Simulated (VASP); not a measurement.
A run of VASP 6.6.1:

File INCAR:

```
ALGO = Normal
EDIFF = 1E-7
ENCUT = 520
GGA = PE
ISIF = 2
ISMEAR = 0
LASPH = T
LCHARG = F
LREAL = F
LWAVE = F
NBANDS = 37
NELM = 80
PREC = Accurate
SIGMA = 0.1
```

The input KPOINTS:

```
k-points
0
Gamma
  8 8 6
```

POSCAR

```
LaTaO
1.0
    4.4477044687      0.0000000000      0.0000000000
    0.0000000000      4.4477044687      0.0000000000
    0.0000000000      0.0000000000      8.6191860112
La Ta O
2 2 2
Direct
    0.0000000000      0.5000000000      0.0000000000
    0.5000000000      0.0000000000      0.0000000000
    0.0000000000      0.0000000000      0.6294448129
    0.0000000000      0.0000000000      0.3705551871
    0.0000000000      0.0000000000      0.1439311544
    0.0000000000      0.0000000000      0.8560688456
```

Potentials or basis: VASP PAW PBE potentials, release 64 (La, Ta_pv, O).

Run with:

```bash
$ cat potpaw_PBE.64/La/POTCAR potpaw_PBE.64/Ta_pv/POTCAR potpaw_PBE.64/O/POTCAR > POTCAR
$ mpirun -np 1 vasp_std > vasp.out
```

Hardware: 1 thread of Intel Xeon 8259CL, on a shared host.

Q: How long does it take, and how much memory?

A: Wall time 37 min on 1 thread of Intel Xeon 8259CL, with other jobs on the host, peak memory 0.54 GiB. Counts: scf iterations 20, k points 60.
